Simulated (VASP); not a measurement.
Set up this calculation in VASP 6.6.1, as the native input.

```yaml
Task: single point
Functional: PBE
Potentials_or_basis: VASP PAW PBE potentials, release 64 (Ge_d)
Cutoff: 520 eV
k_mesh: 6 × 6 × 1
Occupations: gaussian, width 0.2 eV
Spin: no spin polarisation
Dipole_correction: no
Further_INCAR_settings: ALGO = Normal; EDIFF = 1e-06; NBANDS = 96
```

The structure of Ge lies in POSCAR:

```
Ge
1.0
    4.0675627906      0.0000000000      0.0000000000
   -2.0337813953      3.5226127081      0.0000000000
    0.0000000000      0.0000000000     19.9913056000
Ge
12
Direct
    0.0000000000      0.0000000000      0.1871430000
    0.0000000000      0.0000000000      0.6871430000
    0.0000000000      0.0000000000      0.3128570000
    0.0000000000      0.0000000000      0.8128570000
    0.3333333333      0.6666666667      0.5208100000
    0.6666666667      0.3333333333      0.0208100000
    0.3333333333      0.6666666667      0.9791900000
    0.6666666667      0.3333333333      0.4791900000
    0.3333333333      0.6666666667      0.6453270000
    0.6666666667      0.3333333333      0.1453270000
    0.3333333333      0.6666666667      0.8546730000
    0.6666666667      0.3333333333      0.3546730000
```

The input as run:

INCAR

```
  PREC = Accurate
  ENCUT = 520
  EDIFF = 1E-6
  ISMEAR = 0
  SIGMA = 0.2
  LREAL = F
  LASPH = T
  NELM = 80
  ALGO = Normal
  ISIF = 2
  LWAVE = F
  LCHARG = F
  GGA = PE
  NBANDS = 96
```

KPOINTS

```
Automatic mesh
0
Gamma
  6 6 1
```

Potentials or basis: VASP PAW PBE potentials, release 64 (Ge_d).

The run is started by

```console
$ cat potpaw_PBE.64/Ge_d/POTCAR > POTCAR
$ mpirun -np 1 vasp_std > vasp.out
```

Results of the run:

```
Pressure               : 0.1 GPa
Largest force          : 0.016 eV/Å
Band gap on the k mesh : 0.09 eV, direct
```

It took 6 min on 1 thread of Intel(R) Xeon(R) Platinum 8375C CPU @ 2.90GHz (Ice Lake), on a shared host, peak memory 0.39 GiB.
